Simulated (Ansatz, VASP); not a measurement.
## Ag: VASP beside Ansatz

Contents of INCAR:

```
PREC = Accurate
ENCUT = 520
EDIFF = 1E-6
ISMEAR = 0
SIGMA = 0.15
LREAL = F
LASPH = T
NELM = 80
ALGO = Normal
ISIF = 2
LWAVE = F
LCHARG = F
GGA = PE
NBANDS = 12
```

KPOINTS

```
regular mesh
0
Gamma
  20 20 20
```

File POSCAR:

```
Ag
1.0
    0.0000000000      2.0737465000      2.1043930000
    2.0737465000      0.0000000000      2.1043930000
    2.0737465000      2.0737465000      0.0000000000
Ag
1
Direct
    0.0000000000      0.0000000000      0.0000000000
```

Input for Ansatz:

```yaml
crystal:
  lattice:
    - [0.0, 2.0737465, 2.104393]
    - [2.0737465, 0.0, 2.104393]
    - [2.0737465, 2.0737465, 0.0]
  atoms:
    - { symbol: Ag, position: [0.0, 0.0, 0.0] }
basis:
  ecutwfc: 420
kpoints:
  mp_grid: { grid: [20, 20, 20] }
hamiltonian:
  xc: pbe
scf:
  occupations: { method: gaussian, width: 0.15 }
output:
  forces: true
  stress: true
  eigenvalues: true
  write_density: true
  write_potential: true
  elf: true
  volumetric_format: npy
```

Change from the starting cell: strain +0.015 along x and y, +0.030 along z, atoms carried along.

Alike in both runs: task single point; functional PBE; k mesh 20 × 20 × 20; occupations gaussian, width 0.15 eV; no spin polarisation.

|  | VASP | Ansatz |
| --- | --- | --- |
| version | VASP 6.6.1 | Ansatz 0.2.0 |
| potentials or method | VASP PAW PBE potentials, release 64 (Ag), cutoff 520 eV | scalar-relativistic, plane waves, PAW |
| valence electrons in the cell | 11 | 19 |

|  | VASP | Ansatz | Ansatz less VASP |
| --- | --- | --- | --- |
| gap on the k mesh at the Fermi level (eV) | none | none | - |
| pressure (GPa) | -1.4 | -1.3 | +0.10 |
| traceless stress, the component that is largest in VASP (GPa) | -0.34 | -0.34 | -0.003 |

A gap of «none» marks a metal or a gap that the smearing closes. VASP's potentials hold 11 valence electrons a cell and Ansatz's 19, so a difference there can come from the potentials and not from the codes.
